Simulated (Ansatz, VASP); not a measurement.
**One calculation of Zn, two programs**

File INCAR:

```
SYSTEM = Zn
  PREC = Accurate
  ENCUT = 520
  EDIFF = 1E-6
  ISMEAR = -1
  SIGMA = 0.05
  LREAL = .FALSE.
  LASPH = .TRUE.
  NELM = 80
  ALGO = Normal
  ISIF = 2
  LWAVE = .FALSE.
  LCHARG = .TRUE.
  GGA = RP
  LELF = .TRUE.
  LVHAR = .TRUE.
  NBANDS = 12
```

Contents of KPOINTS:

```
Automatic mesh
0
G
  12 12 12
  0 0 0
```

POSCAR

```
Zn
1.0
    0.0000000000      1.9647760000      1.9647760000
    1.9647760000      0.0000000000      1.9647760000
    1.9647760000      1.9647760000      0.0000000000
Zn
1
Direct
    0.0000000000      0.0000000000      0.0000000000
```

File input.yaml:

```yaml
crystal:
  lattice:
    - [0.0, 1.964776, 1.964776]
    - [1.964776, 0.0, 1.964776]
    - [1.964776, 1.964776, 0.0]
  atoms:
    - { symbol: Zn, position: [0.0, 0.0, 0.0] }
hamiltonian:
  xc: rpbe
  pseudopotentials: { kind: paw }
kpoints:
  mp_grid: { grid: [12, 12, 12] }
  band_path:
    path:
      - [[0.0, 0.0, 0.0], [0.5, 0.0, 0.5], [0.5, 0.25, 0.75], [0.375, 0.375, 0.75], [0.0, 0.0, 0.0], [0.5, 0.5, 0.5], [0.625, 0.25, 0.625], [0.5, 0.25, 0.75], [0.5, 0.5, 0.5], [0.375, 0.375, 0.75]]
      - [[0.625, 0.25, 0.625], [0.5, 0.0, 0.5]]
    npoints: 14
scf:
  occupations: { method: fermi_dirac, width: 0.05 }
  n_extra_bands: 6
output:
  forces: true
  stress: true
  eigenvalues: true
  fatbands: false
  write_density: true
  write_potential: true
  elf: true
  volumetric_format: npy
```

Alike in both runs: functional RPBE; k mesh 12 × 12 × 12; occupations fermi-dirac, width 0.05 eV; no spin polarisation.

|  | VASP | Ansatz |
| --- | --- | --- |
| version | VASP 6.6.1 | Ansatz 0.2.0 |
| potentials or method | VASP PAW PBE potentials, release 64 (Zn) | Ansatz PAW |
| plane-wave cutoff (eV) | 520 | 420 |
| valence electrons in the cell | 12 | 12 |
| task | single point | band structure |

Ansatz gave:

* gap on the k mesh at the Fermi level (eV): none
* pressure (GPa): 2.9

**Question.** What did VASP give for the same quantities?

**Answer.** gap on the k mesh at the Fermi level (eV): none; pressure (GPa): 3.2.

VASP's potentials were made for PBE, not for RPBE. A gap of «none» marks a metal or a gap that the smearing closes.
